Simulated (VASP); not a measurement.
Set up this calculation in VASP 6.6.1, as the native input.

```
Task                   : single point
Functional             : PBE
Potentials or basis    : VASP PAW PBE potentials, release 64 (Si, O)
Cutoff                 : 520 eV
k mesh                 : 10 × 10 × 10
Occupations            : fermi-dirac, width 0.02 eV
Spin                   : no spin polarisation
Dipole correction      : no
Further INCAR settings : ALGO = Normal; EDIFF = 1e-07; NBANDS = 15
```

The structure of SiO2 lies in POSCAR:

```
SiO2
1.0
    0.0000000000      2.2720937034      2.2720937034
    2.2720937034      0.0000000000      2.2720937034
    2.2720937034      2.2720937034      0.0000000000
Si O
1 2
Direct
    0.0000000000      0.0000000000      0.0000000000
    0.2500000000      0.2500000000      0.2500000000
    0.7500000000      0.7500000000      0.7500000000
```

This cell differs from its parent crystal: strain +0.3%.

The input as run:

INCAR

```
  PREC = Accurate
  ENCUT = 520
  EDIFF = 1E-7
  ISMEAR = -1
  SIGMA = 0.02
  LREAL = False
  LASPH = True
  NELM = 60
  ALGO = Normal
  ISIF = 2
  LWAVE = False
  LCHARG = True
  GGA = PE
  LELF = True
  LVHAR = True
  NBANDS = 15
```

KPOINTS

```
regular mesh
0
Gamma
  10 10 10
```

Potentials or basis: VASP PAW PBE potentials, release 64 (Si, O).

Launch:

```console
$ cat potpaw_PBE.64/Si/POTCAR potpaw_PBE.64/O/POTCAR > POTCAR
$ mpirun -np 1 vasp_std > vasp.out
```

It gave:

The pressure is 7.2 GPa and the band gap on the k mesh is 2.04 eV, direct.

Caveat: the cell differs from its parent crystal (strain +0.3%).

It took 5.7 s on 1 thread of Intel(R) Xeon(R) 6975P-C (Granite Rapids), on a shared host, peak memory 0.13 GiB.
